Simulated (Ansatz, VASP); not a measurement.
**Two plane-wave programs on GaB**

```
CELL_PARAMETERS angstrom
2.71824 0.00000 0.00000
0.00000 2.71824 0.00000
0.00000 0.00000 3.26857
ATOMIC_POSITIONS crystal
Ga 0.50000 0.50000 0.50000
B 0.00000 0.00000 0.00000
```

Alike in both runs: task single point; functional PBE; k mesh 8 × 8 × 7; occupations fermi-dirac, width 0.05 eV; no spin polarisation.

```csv
,VASP,Ansatz
version,VASP 6.6.1,Ansatz 0.2.0
potentials or method,"VASP PAW PBE potentials, release 64 (Ga_d, B)",Ansatz PAW
plane-wave cutoff (eV),520,420
valence electrons in the cell,16,16
```

```csv
,VASP,Ansatz,Ansatz less VASP
gap on the k mesh at the Fermi level (eV),none,none,-
pressure (GPa),-0.6,-0.7,-0.13
"traceless stress, the component that is largest in VASP (GPa)",0.86,0.87,+0.002
```

A gap of «none» marks a metal or a gap that the smearing closes.
